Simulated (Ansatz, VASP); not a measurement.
**GeSb3O2: VASP beside Ansatz**

```
Ge Sb O
1.0
     4.17352    0.00000    0.00000
     0.00000    4.17352    0.00000
     0.00000    0.00000    7.95307
Ge Sb O
1 3 2
Direct
  0.00000 0.00000 0.00000
  0.50000 0.50000 0.00000
  0.00000 0.50000 0.52513
  0.50000 0.00000 0.47487
  0.00000 0.50000 0.77171
  0.50000 0.00000 0.22829
```

Change from the starting cell: species swapped into the Zr2CuSb3 type (P-4m2, No. 115).

Alike in both runs: functional PBE; k mesh 10 × 10 × 6; occupations gaussian, width 0.1 eV; no spin polarisation.

Ansatz relaxed the structure, and its values are those at the end. VASP's run is a single point on that final structure, the one shown.

|  | VASP | Ansatz |
| --- | --- | --- |
| version | VASP 6.6.1 | Ansatz 0.2.0 |
| potentials or method | VASP PAW PBE potentials, release 64 (Ge_d, Sb, O), cutoff 520 eV | scalar-relativistic, plane waves, PAW |
| valence electrons in the cell | 41 | 71 |

|  | VASP | Ansatz | Ansatz less VASP |
| --- | --- | --- | --- |
| gap on the k mesh at the Fermi level (eV) | none | none | - |
| pressure (GPa) | 0.1 | 0.0 | -0.04 |
| rms of the force components (eV/Å) | 0.055 | 0.001 | -0.0542 |

A gap of «none» marks a metal or a gap that the smearing closes. With one functional, cell and mesh, what is left measures potentials, basis and numerics. VASP's potentials hold 41 valence electrons a cell and Ansatz's 71, so a difference there can come from the potentials and not from the codes.

Spin-orbit coupling is off throughout.
